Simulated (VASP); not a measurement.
# SnTe (Fm-3m) in VASP: further runs

Aim: see how the results for SnTe move with the level of theory and the settings. Levels: SVWN5, PBEsol+D4, revPBE+D4. Tasks: single point.

Program: VASP 6.6.1. These are calculated values, not measurements. Logs are shortened: lines on timing, memory, paths and dates and some standing lists are left out, and cuts for length are marked.

## Step 1: The cell of the first run

The structure is cubic, space group Fm-3m (No. 225). The conventional cell has a = 6.217 Å, b = 6.217 Å, c = 6.217 Å, α = 90.00°, β = 90.00°, γ = 90.00°. Within 4.1 Å of Te (site symmetry m-3m) lie 6 Sn at 3.11 Å. Within 4.1 Å of Sn (site symmetry m-3m) lie 6 Te at 3.11 Å.

## Step 2: Single point, SVWN5

INCAR

```
SYSTEM = SnTe
PREC = Accurate ; ENCUT = 520
EDIFF = 1E-6 ; ISMEAR = -1
SIGMA = 0.05 ; LREAL = .FALSE.
LASPH = .TRUE. ; NELM = 60
ALGO = Normal ; ISIF = 2
LWAVE = .FALSE. ; LCHARG = .FALSE.
GGA = VW ; NBANDS = 17
```

KPOINTS

```
Automatic mesh
0
G
  7 7 7
  0 0 0
```

POSCAR

```
SnTe
1.0
    0.0000000000      3.1082657258      3.1082657258
    3.1082657258      0.0000000000      3.1082657258
    3.1082657258      3.1082657258      0.0000000000
Te Sn
1 1
Direct
    0.5000000000      0.5000000000      0.5000000000
    0.0000000000      0.0000000000      0.0000000000
```

Potentials or basis: VASP PAW PBE potentials, release 64 (Te, Sn_d).

Launch:

```console
cat potpaw_PBE.64/Te/POTCAR potpaw_PBE.64/Sn_d/POTCAR > POTCAR
mpirun -np 1 vasp_std > vasp.out
```

OUTCAR:

```text
SYSTEM = SnTe
   PREC = Accurate
   ENCUT = 520
   EDIFF = 1E-6
   ISMEAR = -1
   LREAL = .FALSE.
   LASPH = .TRUE.
   NELM = 60
   ISIF = 2
   GGA = VW

 ion  position               nearest neighbor table
   1  0.500  0.500  0.500-   2 3.11   2 3.11   2 3.11   2 3.11   2 3.11   2 3.11
   2  0.000  0.000  0.000-   1 3.11   1 3.11   1 3.11   1 3.11   1 3.11   1 3.11

  LATTYP: Found a face centered cubic cell.
 ALAT       =     6.2165314516

  Lattice vectors:

 A1 = (   0.0000000000,   3.1082657258,   3.1082657258)
 A2 = (   3.1082657258,   0.0000000000,   3.1082657258)
 A3 = (   3.1082657258,   3.1082657258,   0.0000000000)

Analysis of symmetry for initial positions (statically):
[... 33 lines left out ...]
                                     Primitive cell

  volume of cell :      60.0599

  direct lattice vectors                    reciprocal lattice vectors
     0.000000000  3.108265726  3.108265726    -0.160861408  0.160861408  0.160861408
     3.108265726  0.000000000  3.108265726     0.160861408 -0.160861408  0.160861408
     3.108265726  3.108265726  0.000000000     0.160861408  0.160861408 -0.160861408

  length of vectors
     4.395751545  4.395751545  4.395751545     0.278620131  0.278620131  0.278620131

  position of ions in fractional coordinates (direct lattice)
     0.500000000  0.500000000  0.500000000
     0.000000000  0.000000000  0.000000000

  ion indices of the primitive-cell ions
   primitive index   ion index
                 1           1
                 2           2

----------------------------------------------------------------------------------------

 KPOINTS: Automatic mesh

Automatic generation of k-mesh.
 Grid dimensions read from file:
 generate k-points for:    7    7    7

 Generating k-lattice:

  Cartesian coordinates                     Fractional coordinates (reciprocal lattice)
    -0.022980201  0.022980201  0.022980201     0.142857143  0.000000000  0.000000000
     0.022980201 -0.022980201  0.022980201     0.000000000  0.142857143  0.000000000
     0.022980201  0.022980201 -0.022980201     0.000000000  0.000000000  0.142857143

  Length of vectors
     0.039802876  0.039802876  0.039802876

  Shift w.r.t. Gamma in fractional coordinates (k-lattice)
     0.000000000  0.000000000  0.000000000

 Subroutine IBZKPT returns following result:
 ===========================================

 Found     20 irreducible k-points:

 Following reciprocal coordinates:
            Coordinates               Weight
  0.000000  0.000000  0.000000      1.000000
  0.142857  0.000000  0.000000      8.000000
  0.285714  0.000000  0.000000      8.000000
  0.428571  0.000000  0.000000      8.000000
  0.142857  0.142857  0.000000      6.000000
  0.285714  0.142857  0.000000     24.000000
[... 12 lines left out ...]
 -0.428571  0.428571  0.142857     24.000000
 -0.285714  0.428571  0.142857     24.000000
   k-points           NKPTS =     20   k-points in BZ     NKDIM =     20   number of bands    NBANDS=     17
   number of dos      NEDOS =    301   number of ions     NIONS =      2
   total plane-waves  NPLWV =  46656
   dimension x,y,z NGX =    36 NGY =   36 NGZ =   36
   dimension x,y,z NGXF=    72 NGYF=   72 NGZF=   72
   ions per type =               1   1
   NGX,Y,Z   is equivalent  to a cutoff of  13.62, 13.62, 13.62 a.u.
   NGXF,Y,Z  is equivalent  to a cutoff of  27.23, 27.23, 27.23 a.u.
 SYSTEM =  SnTe
   PREC   = accura    normal or accurate (medium, high low for compatibility)
   ISTART =      0    job   : 0-new  1-cont  2-samecut
   ICHARG =      2    charge: 1-file 2-atom 10-const
   ISPIN  =      1    spin polarized calculation?
   LNONCOLLINEAR =      F non collinear calculations
   LSORBIT =      F    spin-orbit coupling
   LASPH  =      T    aspherical Exc in radial PAW
   ENCUT  =  520.0 eV  38.22 Ry    6.18 a.u.   8.17  8.17  8.17*2*pi/ulx,y,z
   NELM   =     60;   NELMIN=  2; NELMDL= -5     # of ELM steps
   EDIFF  = 0.1E-05   stopping-criterion for ELM
   LREAL  =      F    real-space projection
   EDIFFG = 0.1E-04   stopping-criterion for IOM
   NSW    =      0    number of steps for IOM
   IBRION =     -1    ionic relax: 0-MD 1-quasi-New 2-CG
   NFREE  =      0    steps in history (QN), initial steepest desc. (CG)
   ISIF   =      2    stress and relaxation
   ISYM   =      2    0-nonsym 1-usesym 2-fastsym
   POTIM  = 0.5000    time-step for ionic-motion
   TEBEG  =    0.0;   TEEND  =   0.0 temperature during run
   PSTRESS=    0.0 pullay stress
   NELECT =      20.0000    total number of electrons
   NUPDOWN=      -1.0000    fix difference up-down
   EMIN   =  10.00;   EMAX   =-10.00  energy-range for DOS
   EFERMI =   0.00;   METHOD = LEGACY
   ISMEAR =    -1;   SIGMA  =   0.05  broadening in eV -4-tet -1-fermi 0-gaus
   EFERMI_NEDOS =   21; number of points for ismear=-14 and -15
   IALGO  =     38    algorithm
   IMIX   =      4    mixing-type and parameters
     AMIX     =   0.40;   BMIX     =  1.00
     AMIX_MAG =   1.60;   BMIX_MAG =  1.00
  volume/ion in A,a.u.               =      30.03       202.65
  Fermi-wavevector in a.u.,A,eV,Ry     =   1.134723  2.144316 17.518825  1.287597
  Thomas-Fermi vector in A             =   2.271428
   LORBIT       =      0    0 simple, 1 ext, 2 COOP (PROOUT), +10 PAW based schemes
   GGA     = VW    functional components
   LHFCALC =     F    Hartree Fock is set to
   AEXX    =    0.0000 exact exchange contribution
   IVDW    =     0    specifies the selected vdW correction
   LEPSILON=     F    determine dielectric tensor
   LRPA    =     F    only Hartree local field effects (RPA)
 non-spin polarized calculation
  energy-cutoff  :      520.00
  volume of cell :       60.06
 maximum number of plane-waves:      1639
 NGX is ok and might be reduce to    36
   NGX = 17   NGY = 17   NGZ = 17

 number of electron      19.9999998 magnetization

 Free energy of the ion-electron system (eV)
  ---------------------------------------------------
  ext. energy  EPLUGINS =         0.00000000
  ---------------------------------------------------
  free energy    TOTEN  =        -8.83040186 eV

  energy without entropy =       -8.83031733  energy(sigma->0) =       -8.83035960

 E-fermi :   7.1715     XC(G=0):  -9.9103

 val. band max:        6.8612226452   @ k =   0.4286   0.0000   0.0000
 cond. band min:       7.5396853376   @ k =   0.4286   0.0000   0.0000
 fundamental gap:      0.6784626924
 Fermi energy:         7.1715060157

 k-point     1 :       0.0000    0.0000    0.0000
  band No.  band energies     occupation
      1     -14.6039      2.00000
      2     -14.6039      2.00000
      3     -14.5917      2.00000
      4     -14.5917      2.00000
      5     -14.5917      2.00000
      6      -6.0127      2.00000
[... 9 lines left out ...]
     16      11.8803      0.00000
     17      13.8235      0.00000

 k-point     2 :       0.1429    0.0000    0.0000
  band No.  band energies     occupation
      1     -14.6049      2.00000
      2     -14.6049      2.00000
      3     -14.5913      2.00000
      4     -14.5903      2.00000
      5     -14.5903      2.00000
      6      -5.8313      2.00000
[... 9 lines left out ...]
     16      12.3098      0.00000
     17      15.2690      0.00000

 k-point     3 :       0.2857    0.0000    0.0000
  band No.  band energies     occupation
      1     -14.6076      2.00000
      2     -14.6076      2.00000
      3     -14.5906      2.00000
      4     -14.5868      2.00000
      5     -14.5868      2.00000
      6      -5.3305      2.00000
[... 9 lines left out ...]
     16      13.4866      0.00000
     17      17.8226      0.00000

 k-point     4 :       0.4286    0.0000    0.0000
  band No.  band energies     occupation
      1     -14.6100      2.00000
      2     -14.6100      2.00000
      3     -14.5900      2.00000
      4     -14.5838      2.00000
      5     -14.5838      2.00000
      6      -4.7445      2.00000
[... 9 lines left out ...]
     16      15.2788      0.00000
     17      16.8312      0.00000

 k-point     5 :       0.1429    0.1429    0.0000
  band No.  band energies     occupation
      1     -14.6076      2.00000
      2     -14.6028      2.00000
      3     -14.5926      2.00000
      4     -14.5892      2.00000
      5     -14.5892      2.00000
      6      -5.7713      2.00000
[... 9 lines left out ...]
     16      13.0123      0.00000
     17      14.3703      0.00000

 k-point     6 :       0.2857    0.1429    0.0000
  band No.  band energies     occupation
      1     -14.6112      2.00000
      2     -14.6034      2.00000
      3     -14.5923      2.00000
      4     -14.5868      2.00000
      5     -14.5860      2.00000
      6      -5.3774      2.00000
[... 9 lines left out ...]
     16      14.2155      0.00000
     17      15.8667      0.00000

 k-point     7 :       0.4286    0.1429    0.0000
  band No.  band energies     occupation
      1     -14.6132      2.00000
      2     -14.6064      2.00000
      3     -14.5904      2.00000
      4     -14.5848      2.00000
      5     -14.5830      2.00000
      6      -4.7986      2.00000
[... 9 lines left out ...]
     16      15.9369      0.00000
     17      16.7508      0.00000

 k-point     8 :      -0.4286    0.1429    0.0000
  band No.  band energies     occupation
      1     -14.6122      2.00000
      2     -14.6089      2.00000
      3     -14.5889      2.00000
      4     -14.5843      2.00000
      5     -14.5830      2.00000
      6      -4.5455      2.00000
[... 9 lines left out ...]
     16      15.1155      0.00000
     17      17.4289      0.00000

 k-point     9 :      -0.2857    0.1429    0.0000
  band No.  band energies     occupation
      1     -14.6092      2.00000
      2     -14.6088      2.00000
      3     -14.5896      2.00000
      4     -14.5858      2.00000
      5     -14.5850      2.00000
      6      -4.9920      2.00000
[... 9 lines left out ...]
     16      16.0229      0.00000
     17      16.3609      0.00000

 k-point    10 :      -0.1429    0.1429    0.0000
  band No.  band energies     occupation
      1     -14.6075      2.00000
      2     -14.6054      2.00000
      3     -14.5910      2.00000
      4     -14.5890      2.00000
      5     -14.5874      2.00000
      6      -5.5421      2.00000
[... 9 lines left out ...]
     16      13.9954      0.00000
     17      14.9371      0.00000

 k-point    11 :       0.2857    0.2857    0.0000
  band No.  band energies     occupation
      1     -14.6170      2.00000
      2     -14.6003      2.00000
      3     -14.5946      2.00000
      4     -14.5836      2.00000
      5     -14.5836      2.00000
      6      -5.1182      2.00000
[... 9 lines left out ...]
     16      15.5226      0.00000
     17      15.5226      0.00000

 k-point    12 :       0.4286    0.2857    0.0000
  band No.  band energies     occupation
      1     -14.6203      2.00000
      2     -14.6010      2.00000
      3     -14.5941      2.00000
      4     -14.5818      2.00000
      5     -14.5810      2.00000
      6      -4.6614      2.00000
[... 9 lines left out ...]
     16      16.5640      0.00000
     17      17.0637      0.00000

 k-point    13 :      -0.4286    0.2857    0.0000
  band No.  band energies     occupation
      1     -14.6186      2.00000
      2     -14.6043      2.00000
      3     -14.5906      2.00000
      4     -14.5829      2.00000
      5     -14.5809      2.00000
      6      -4.3330      2.00000
[... 9 lines left out ...]
     16      15.5574      0.00000
     17      18.0362      0.00000

 k-point    14 :      -0.2857    0.2857    0.0000
  band No.  band energies     occupation
      1     -14.6136      2.00000
      2     -14.6077      2.00000
      3     -14.5866      2.00000
      4     -14.5864      2.00000
      5     -14.5833      2.00000
      6      -4.5228      2.00000
[... 9 lines left out ...]
     16      14.0512      0.00000
     17      16.5856      0.00000

 k-point    15 :       0.4286    0.4286    0.0000
  band No.  band energies     occupation
      1     -14.6256      2.00000
      2     -14.5983      2.00000
      3     -14.5963      2.00000
      4     -14.5789      2.00000
      5     -14.5789      2.00000
      6      -4.4163      2.00000
[... 9 lines left out ...]
     16      17.2449      0.00000
     17      18.3042      0.00000

 k-point    16 :      -0.4286    0.4286    0.0000
  band No.  band energies     occupation
      1     -14.6247      2.00000
      2     -14.5998      2.00000
      3     -14.5949      2.00000
      4     -14.5795      2.00000
      5     -14.5788      2.00000
      6      -4.2630      2.00000
[... 9 lines left out ...]
     16      16.7604      0.00000
     17      17.4480      0.00000

 k-point    17 :       0.4286    0.2857    0.1429
  band No.  band energies     occupation
      1     -14.6146      2.00000
      2     -14.6040      2.00000
      3     -14.5919      2.00000
      4     -14.5842      2.00000
      5     -14.5838      2.00000
      6      -4.9376      2.00000
[... 9 lines left out ...]
     16      15.6439      0.00000
     17      16.4578      0.00000

 k-point    18 :      -0.4286    0.2857    0.1429
  band No.  band energies     occupation
      1     -14.6159      2.00000
      2     -14.6060      2.00000
      3     -14.5891      2.00000
      4     -14.5852      2.00000
      5     -14.5813      2.00000
      6      -4.4633      2.00000
[... 9 lines left out ...]
     16      16.0187      0.00000
     17      17.3060      0.00000

 k-point    19 :      -0.4286    0.4286    0.1429
  band No.  band energies     occupation
      1     -14.6219      2.00000
      2     -14.6017      2.00000
      3     -14.5931      2.00000
      4     -14.5821      2.00000
      5     -14.5790      2.00000
      6      -4.3327      2.00000
[... 9 lines left out ...]
     16      16.9765      0.00000
     17      17.8597      0.00000

 k-point    20 :      -0.2857    0.4286    0.1429
  band No.  band energies     occupation
      1     -14.6192      2.00000
      2     -14.6044      2.00000
      3     -14.5892      2.00000
      4     -14.5855      2.00000
      5     -14.5790      2.00000
      6      -4.2327      2.00000
[... 9 lines left out ...]
     16      17.0454      0.00000
     17      17.7882      0.00000

------------------------ aborting loop because EDIFF is reached ----------------------------------------

  FORCE on cell =-STRESS in cart. coord.  units (eV):
  Direction    XX          YY          ZZ          XY          YZ          ZX
  --------------------------------------------------------------------------------------
  -------------------------------------------------------------------------------------
  Total        0.1340063      0.1340063      0.1340063      0.0000000      0.0000000     -0.0000000
  in kB        3.5747976      3.5747976      3.5747976      0.0000000      0.0000000     -0.0000000
  external PRESSURE =       3.5747976 kB  Pullay stress =       0.0000000 kB

 VOLUME and BASIS-vectors are now :
 -----------------------------------------------------------------------------
  energy-cutoff  :      520.00
  volume of cell :       60.06
      direct lattice vectors                 reciprocal lattice vectors
     0.000000000  3.108265726  3.108265726    -0.160861408  0.160861408  0.160861408
     3.108265726  0.000000000  3.108265726     0.160861408 -0.160861408  0.160861408
     3.108265726  3.108265726  0.000000000     0.160861408  0.160861408 -0.160861408

 POSITION                                       TOTAL-FORCE (eV/Angst)
 -----------------------------------------------------------------------------------
      3.10827      3.10827      3.10827         0.000000      0.000000     -0.000000
      0.00000      0.00000      0.00000         0.000000     -0.000000      0.000000
 -----------------------------------------------------------------------------------
    total drift:                               -0.000000      0.000000      0.000000

  FREE ENERGIE OF THE ION-ELECTRON SYSTEM (eV)
  ---------------------------------------------------
  free  energy   TOTEN  =        -8.8304018584 eV

  energy  without entropy=       -8.8303173341  energy(sigma->0) =       -8.83035960
```

Run time: 23 s. Hardware: 1 thread of AMD EPYC 7R43 (Zen 3), shared host; peak memory 0.14 GiB.

What came out:

```
Free energy : -8.8304 eV
Pressure    : 0.4 GPa
```

Caveat: this odd mesh misses L, where the gap lies, so gap, dielectric constants and Born charges aren't listed; the PAW data sets were made with another functional, which shifts forces and pressure a little; spin-orbit coupling is left out, which moves the levels of the heavy elements.

## Step 3: Single point, PBEsol+D4

This run uses another cell than the first one, of 30.66 Å³/atom, 1.021 times its volume.

INCAR

```
ALGO = Normal ; EDIFF = 1E-7
ENCUT = 520 ; GGA = PS
ISIF = 2 ; ISMEAR = -1
IVDW = 13 ; LASPH = True
LCHARG = True ; LELF = True
LREAL = False ; LVHAR = True
LWAVE = False ; NBANDS = 17
NELM = 100 ; PREC = Accurate
SIGMA = 0.05
```

KPOINTS

```
k-points
0
Gamma
  7 7 7
```

POSCAR

```
SnTe
1.0
    0.0000000000      3.1297027185      3.1297027185
    3.1297027185      0.0000000000      3.1297027185
    3.1297027185      3.1297027185      0.0000000000
Te Sn
1 1
Direct
    0.5000000000      0.5000000000      0.5000000000
    0.0000000000      0.0000000000      0.0000000000
```

Potentials or basis: VASP PAW PBE potentials, release 64 (Te, Sn_d).

Launch:

```console
cat potpaw_PBE.64/Te/POTCAR potpaw_PBE.64/Sn_d/POTCAR > POTCAR
mpirun -np 1 vasp_std > vasp.out
```

Wall time 32 s (1 thread of AMD EPYC 7R43 (Zen 3), shared host); peak memory 0.17 GiB.

Results (log left out):

| Item | Value |
| --- | --- |
| Free energy | -8.8591 eV |
| Pressure | -0.7 GPa |
| Dispersion energy per atom | -0.258 eV |

Levels at points of the mesh, in eV from the Fermi level:
```tsv
k point	band 6	band 7	band 8	band 9	band 10	band 11	band 12	band 13	band 14	band 15
(0.00, 0.00, 0.00)	-13.02	-4.68	-2.24	-2.24	-2.24	3.33	3.33	3.33	4.63	4.63
```

Caveat: this odd mesh misses L, where the gap lies, so gap, dielectric constants and Born charges aren't listed; the PAW data sets were made with another functional, which shifts forces and pressure a little; spin-orbit coupling is left out, which moves the levels of the heavy elements.

## Step 4: Single point, PBEsol+D4

This run uses another cell than the first one, of 31.28 Å³/atom, 1.042 times its volume.

INCAR

```
PREC     = Accurate       # precision mode
ENCUT    = 520            # plane-wave cutoff, eV
EDIFF    = 1E-7           # SCF threshold, eV
ISMEAR   = -1             # smearing method
SIGMA    = 0.05           # smearing width, eV
LREAL    = False          # projectors in reciprocal space
LASPH    = True           # aspherical terms in the spheres
NELM     = 100            # most SCF steps
ALGO     = Normal         # electronic algorithm
ISIF     = 2              # what is computed and relaxed
LWAVE    = False          # write WAVECAR
LCHARG   = False          # write CHGCAR
GGA      = PS             # functional
IVDW     = 13             # dispersion correction
NBANDS   = 17             # bands
```

KPOINTS

```
Automatic mesh
0
Gamma
  7 7 7
```

POSCAR

```
SnTe
1.0
    0.0000000000      3.1508500000      3.1508500000
    3.1508500000      0.0000000000      3.1508500000
    3.1508500000      3.1508500000      0.0000000000
Te Sn
1 1
Direct
    0.5000000000      0.5000000000      0.5000000000
    0.0000000000      0.0000000000      0.0000000000
```

Launch:

```console
cat potpaw_PBE.64/Te/POTCAR potpaw_PBE.64/Sn_d/POTCAR > POTCAR
mpirun -np 1 vasp_std > vasp.out
```

Run time: 25 s. Hardware: 1 thread of AMD EPYC 7R43 (Zen 3), shared host; peak memory 0.17 GiB.

It converged, with:

```
Free energy                : -8.8504 eV
Pressure                   : -1.6 GPa
Dispersion energy per atom : -0.253 eV
```

Levels at points of the mesh, in eV from the Fermi level:
| k point | band 8 | band 9 | band 10 | band 11 | band 12 | band 13 |
| --- | --- | --- | --- | --- | --- | --- |
| (0.00, 0.00, 0.00) | -2.17 | -2.17 | -2.17 | 3.29 | 3.29 | 3.29 |

Caveat: this odd mesh misses L, where the gap lies, so gap, dielectric constants and Born charges aren't listed; the PAW data sets were made with another functional, which shifts forces and pressure a little; spin-orbit coupling is left out, which moves the levels of the heavy elements.

[end of part 1 of 2]
